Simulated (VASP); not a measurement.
# C (R-3m) in VASP: notebook, part 2 of 2

VASP 6.6.1. The steps go on from the part before.

**3. Single point, PBEsol (8.39 Å³/atom)**

This run uses another cell than the first one, of 8.39 Å³/atom.

Input file INCAR:

```
SYSTEM = C
ALGO     = Normal         ! electronic algorithm
EDIFF    = 1E-6           ! SCF threshold, eV
ENCUT    = 520            ! plane-wave cutoff, eV
GGA      = PS             ! functional
ISIF     = 2              ! what is computed and relaxed
ISMEAR   = -1             ! smearing method
LASPH    = .TRUE.         ! aspherical terms in the spheres
LCHARG   = .TRUE.         ! write CHGCAR
LELF     = .TRUE.         ! ELF
LREAL    = .FALSE.        ! projectors in reciprocal space
LVHAR    = .TRUE.       
LWAVE    = .FALSE.        ! write WAVECAR
NBANDS   = 11             ! bands
NELM     = 100            ! most SCF steps
PREC     = Accurate       ! precision mode
SIGMA    = 0.03           ! smearing width, eV
```

Input file KPOINTS:

```
k-points
0
G
  17 17 17
  0 0 0
```

Input file POSCAR:

```
C
1.0
    1.2114293613      0.6994190678      3.3017754180
   -1.2114293613      0.6994190678      3.3017754180
    0.0000000000     -1.3988381357      3.3017754180
C
2
Direct
    0.1640000000      0.1640000000      0.1640000000
    0.8360000000      0.8360000000      0.8360000000
```

Potentials or basis: VASP PAW PBE potentials, release 64 (C).

On the command line:

```bash
> cat potpaw_PBE.64/C/POTCAR > POTCAR
> mpirun -np 1 vasp_std > vasp.out
```

OUTCAR:

```text
SYSTEM = C
   EDIFF = 1E-6
   ENCUT = 520
   GGA = PS
   ISIF = 2
   ISMEAR = -1
   LASPH = .TRUE.
   LREAL = .FALSE.
   NELM = 100
   PREC = Accurate

 ion  position               nearest neighbor table
   1  0.164  0.164  0.164-   2 1.40   2 1.40   2 1.40
   2  0.836  0.836  0.836-   1 1.40   1 1.40   1 1.40

  LATTYP: Found a trigonal (rhomboedric) cell.
 ALAT       =     3.5858707507
 COS(alpha) =     0.7717362630

  Lattice vectors:

 A1 = (   1.2114293613,   0.6994190678,   3.3017754180)
 A2 = (  -1.2114293613,   0.6994190678,   3.3017754180)
 A3 = (   0.0000000000,  -1.3988381357,   3.3017754180)

Analysis of symmetry for initial positions (statically):
=====================================================================
 Subroutine PRICEL returns:
 Original cell was already a primitive cell.

 Routine SETGRP: Setting up the symmetry group for a
 trigonal (rhombohedral) supercell.

 Subroutine GETGRP returns: Found 12 space group operations
 (whereof 12 operations were pure point group operations)
 out of a pool of 12 trial point group operations.

The static configuration has the point symmetry D_3d.

[... 169 lines left out ...]
      2      -1.7714      2.00000
      3       2.1502      2.00000
      4       2.1502      2.00000
      5       8.9622      0.00000
      6      13.7500      0.00000
      7      13.7500      0.00000
      8      17.1050      0.00000
      9      19.0229      0.00000
     10      28.1765      0.00000
     11      31.4281      0.00000
[... 309 lines left out ...]
 k-point    24 :      -0.1176    0.0588   -0.0000
  band No.  band energies     occupation
      1     -14.3899      2.00000
      2      -1.1049      2.00000
      3       0.1672      2.00000
      4       0.9639      2.00000
      5       9.6805      0.00000
      6      14.0715      0.00000
      7      15.1578      0.00000
      8      15.8250      0.00000
      9      20.0907      0.00000
     10      27.0434      0.00000
     11      29.8855      0.00000

 [... further k-points ...]

------------------------ aborting loop because EDIFF is reached ----------------------------------------

  FORCE on cell =-STRESS in cart. coord.  units (eV):
  Direction    XX          YY          ZZ          XY          YZ          ZX
  --------------------------------------------------------------------------------------
  -------------------------------------------------------------------------------------
  Total        2.2008482      2.2008482      0.1306328      0.0000000     -0.0000000      0.0000000
  in kB      210.0711049    210.0711049     12.4689106      0.0000000     -0.0000000      0.0000000
  external PRESSURE =     144.2037068 kB  Pullay stress =       0.0000000 kB

 VOLUME and BASIS-vectors are now :
 -----------------------------------------------------------------------------
  energy-cutoff  :      520.00
  volume of cell :       16.79
      direct lattice vectors                 reciprocal lattice vectors
     1.211429361  0.699419068  3.301775418     0.412735580  0.238292998  0.100955786
    -1.211429361  0.699419068  3.301775418    -0.412735580  0.238292998  0.100955786
     0.000000000 -1.398838136  3.301775418     0.000000000 -0.476585996  0.100955786

 POSITION                                       TOTAL-FORCE (eV/Angst)
 -----------------------------------------------------------------------------------
      0.00000     -0.00000      1.62447         0.000000     -0.000000      0.845733
      0.00000     -0.00000      8.28085         0.000000      0.000000     -0.845733
 -----------------------------------------------------------------------------------
    total drift:                                0.000000     -0.000000      0.000000

  FREE ENERGIE OF THE ION-ELECTRON SYSTEM (eV)
  ---------------------------------------------------
  free  energy   TOTEN  =       -19.2265130654 eV

  energy  without entropy=      -19.2265089789  energy(sigma->0) =      -19.22651102
```

Run time: 96 s. Hardware: 1 thread of AMD EPYC 7R13 (Zen 3), shared host; peak memory 0.17 GiB.

What came out:

```yaml
Free_energy: -19.2265 eV
Pressure: 14.4 GPa
Largest_force: 0.846 eV/Å
```

Forces on the atoms (eV/Å):
```
C    0.000  0.000  0.846
C    0.000  0.000 -0.846
```

Stress tensor (GPa, compression positive):
```
21.01  0.00  0.00
 0.00 21.01  0.00
 0.00  0.00  1.25
```

Caveat: the stress differs along the axes, from 1 to 21 GPa; this functional lacks dispersion, which binds layers or chains, so the pressure and a relaxed spacing across them are unreliable; the PAW data sets were made with another functional, which shifts forces and pressure a little.

**4. Single point, PBEsol (equal xx and yy strain of -2 %)**

Input file INCAR:

```
SYSTEM = C
PREC = Accurate ; ENCUT = 520
EDIFF = 1E-7 ; ISMEAR = -1
SIGMA = 0.03 ; LREAL = .False.
LASPH = .True. ; NELM = 60
ALGO = Normal ; ISIF = 2
LWAVE = .False. ; LCHARG = .False.
GGA = PS ; NBANDS = 11
```

Input file KPOINTS:

```
Automatic mesh
0
Gamma
  17 17 17
  0 0 0
```

Input file POSCAR:

```
C
1.0
    1.2034658196      0.6948213149      3.3470108394
   -1.2034658196      0.6948213149      3.3470108394
    0.0000000000     -1.3896426297      3.3470108394
C
2
Direct
    0.1640000000      0.1640000000      0.1640000000
    0.8360000000      0.8360000000      0.8360000000
```

On the command line:

```bash
> cat potpaw_PBE.64/C/POTCAR > POTCAR
> mpirun -np 1 vasp_std > vasp.out
```

Run time: 1.9 min. Hardware: 1 thread of AMD EPYC 7R13 (Zen 3), shared host; peak memory 0.17 GiB.

The run converged. Its results:

| Item | Value |
| --- | --- |
| Free energy | -19.1924 eV |
| Pressure | 20.6 GPa |
| Largest force | 0.857 eV/Å |

Forces in eV/Å, atoms in the order of the input:
```
C    0.000  0.000  0.857
C    0.000  0.000 -0.857
```

Stress tensor (GPa, compression positive):
```
30.46  0.00  0.00
 0.00 30.46  0.00
 0.00  0.00  0.79
```

Caveat: the cell differs from its parent crystal (equal xx and yy strain of -2 %); the stress differs along the axes, from 1 to 30 GPa; this functional lacks dispersion, which binds layers or chains, so the pressure and a relaxed spacing across them are unreliable; the PAW data sets were made with another functional, which shifts forces and pressure a little.

**5. Single point, PBEsol (8.57 Å³/atom)**

This run uses another cell than the first one, of 8.57 Å³/atom.

Input file INCAR:

```
ALGO = Normal
EDIFF = 1E-6
ENCUT = 520
GGA = PS
ISIF = 2
ISMEAR = -1
LASPH = T
LCHARG = F
LREAL = F
LWAVE = F
NBANDS = 11
NELM = 60
PREC = Accurate
SIGMA = 0.03
```

Input file KPOINTS:

```
k-points
0
Gamma
  17 17 17
```

Input file POSCAR:

```
C
1.0
    1.2197843106      0.7042428001      3.3245470026
   -1.2197843106      0.7042428001      3.3245470026
    0.0000000000     -1.4084856001      3.3245470026
C
2
Direct
    0.1640000000      0.1640000000      0.1640000000
    0.8360000000      0.8360000000      0.8360000000
```

On the command line:

```bash
> cat potpaw_PBE.64/C/POTCAR > POTCAR
> mpirun -np 1 vasp_std > vasp.out
```

It took 96 s on 1 thread of AMD EPYC 7R13 (Zen 3), shared host; peak memory 0.17 GiB.

Results (log left out):

```
Free energy   : -19.2510 eV
Pressure      : 7.8 GPa
Largest force : 0.859 eV/Å
```

Forces on the atoms (eV/Å):
```
C    0.000  0.000  0.859
C    0.000  0.000 -0.859
```

Stress tensor (GPa, compression positive):
```
11.25  0.00  0.00
 0.00 11.25  0.00
 0.00  0.00  1.03
```

Caveat: the stress differs along the axes, from 1 to 11 GPa; this functional lacks dispersion, which binds layers or chains, so the pressure and a relaxed spacing across them are unreliable; the PAW data sets were made with another functional, which shifts forces and pressure a little.

**6. Single point, PBEsol (zz strain of -2 %)**

Input file INCAR:

```
SYSTEM = C
ALGO = Normal
EDIFF = 1E-6
ENCUT = 520
GGA = PS
ISIF = 2
ISMEAR = -1
LASPH = .TRUE.
LCHARG = .TRUE.
LELF = .TRUE.
LREAL = .FALSE.
LVHAR = .TRUE.
LWAVE = .FALSE.
NBANDS = 11
NELM = 100
PREC = Accurate
SIGMA = 0.03
```

Input file KPOINTS:

```
k-points
0
G
  17 17 17
  0 0 0
```

Input file POSCAR:

```
C
1.0
    1.2280263465      0.7090013417      3.2800706226
   -1.2280263465      0.7090013417      3.2800706226
    0.0000000000     -1.4180026834      3.2800706226
C
2
Direct
    0.1640000000      0.1640000000      0.1640000000
    0.8360000000      0.8360000000      0.8360000000
```

Potentials or basis: VASP PAW PBE potentials, release 64 (C).

On the command line:

```bash
> cat potpaw_PBE.64/C/POTCAR > POTCAR
> mpirun -np 1 vasp_std > vasp.out
```

Run time: 95 s. Hardware: 1 thread of AMD EPYC 7R13 (Zen 3), shared host; peak memory 0.17 GiB.

Results (log left out):

```yaml
Free_energy: -19.2589 eV
Pressure: 2.1 GPa
Largest_force: 0.843 eV/Å
```

Forces on the atoms (eV/Å):
```
C    0.000  0.000  0.843
C    0.000  0.000 -0.843
```

Stress tensor (GPa, compression positive):
```
2.34 0.00 0.00
0.00 2.34 0.00
0.00 0.00 1.53
```

Caveat: the cell differs from its parent crystal (zz strain of -2 %); this functional lacks dispersion, which binds layers or chains, so the pressure and a relaxed spacing across them are unreliable; the PAW data sets were made with another functional, which shifts forces and pressure a little.

**7. The runs side by side**

```tsv
cell	pressure (GPa)	largest force (eV/Å)
a = 3.561 Å, angles 39.5°, 2 atoms	21.6	0.83
a = 3.586 Å, angles 39.5°, 2 atoms	14.4	0.85
a = 3.624 Å, angles 38.8°, 2 atoms	20.6	0.86
a = 3.611 Å, angles 39.5°, 2 atoms	7.8	0.86
a = 3.573 Å, angles 40.2°, 2 atoms	2.1	0.84
```

Alike in all rows: task single point; level PBEsol; potentials or basis VASP PAW PBE potentials, release 64 (C); no spin polarisation; k mesh 17 × 17 × 17; cutoff (eV) 520; smearing fermi-dirac 0.03 eV.

Caveats: this functional lacks dispersion, which binds layers or chains, so the pressure and a relaxed spacing across them are unreliable; the PAW data sets were made with another functional, which shifts forces and pressure a little; the stress differs along the axes, from 1 to 32 GPa (at least some runs); the stress differs along the axes, from 1 to 21 GPa (at least some runs); the stress differs along the axes, from 1 to 30 GPa (at least some runs); the stress differs along the axes, from 1 to 11 GPa (at least some runs).

Absolute energies hang on the potentials; compare differences alone.
